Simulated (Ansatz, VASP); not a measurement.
One calculation of Zn, two programs

Contents of INCAR:

```
SYSTEM = Zn
PREC = Accurate ; ENCUT = 520
EDIFF = 1E-8 ; ISMEAR = -1
SIGMA = 0.03 ; LREAL = .FALSE.
LASPH = .TRUE. ; NELM = 80
ALGO = Normal ; ISIF = 2
LWAVE = .FALSE. ; LCHARG = .FALSE.
GGA = PE ; LEFG = .TRUE.
NBANDS = 19
```

The input KPOINTS:

```
regular mesh
0
G
  18 18 8
  0 0 0
```

File POSCAR:

```
Zn
1.0
    2.6736512679      0.0000000000      0.0000000000
   -1.3368256340      2.3154499188      0.0000000000
    0.0000000000      0.0000000000      4.9631343400
Zn
2
Direct
    0.3333333333      0.6666666667      0.2500000000
    0.6666666667      0.3333333333      0.7500000000
```

Input for Ansatz:

```yaml
crystal:
  lattice:
    - [2.6736512679, 0.0, 0.0]
    - [-1.336825634, 2.3154499188, 0.0]
    - [0.0, 0.0, 4.96313434]
  atoms:
    - { symbol: Zn, position: [0.3333333333, 0.6666666667, 0.25] }
    - { symbol: Zn, position: [0.6666666667, 0.3333333333, 0.75] }
kpoints:
  mp_grid: { grid: [18, 18, 8] }
scf:
  occupations: { method: fermi_dirac, width: 0.03 }
hamiltonian:
  xc: pbe
  pseudopotentials: { kind: paw }
output:
  forces: true
  stress: true
  eigenvalues: true
  efg: { contact_densities: true }
```

Change from the starting cell: volume scaled by 1.01, PAW files.

Alike in both runs: task electric field gradients; functional PBE; k mesh 18 × 18 × 8; occupations fermi-dirac, width 0.03 eV; no spin polarisation.

|  | VASP | Ansatz |
| --- | --- | --- |
| version | VASP 6.6.1 | Ansatz 0.2.0 |
| potentials or method | VASP PAW PBE potentials, release 64 (Zn) | PAW with Ansatz's default frozen-core files, scalar-relativistic |
| plane-wave cutoff (eV) | 520 | 420 |
| valence electrons in the cell | 24 | 24 |

|  | VASP | Ansatz | Ansatz less VASP |
| --- | --- | --- | --- |
| pressure (GPa) | -0.7 | -1.0 | -0.31 |
| traceless stress, the component that is largest in VASP (GPa) | 0.82 | 0.96 | +0.132 |
| size of Vzz on the site where it differs most (V/Å²) | 34.5 | 34.3 | -0.18 |
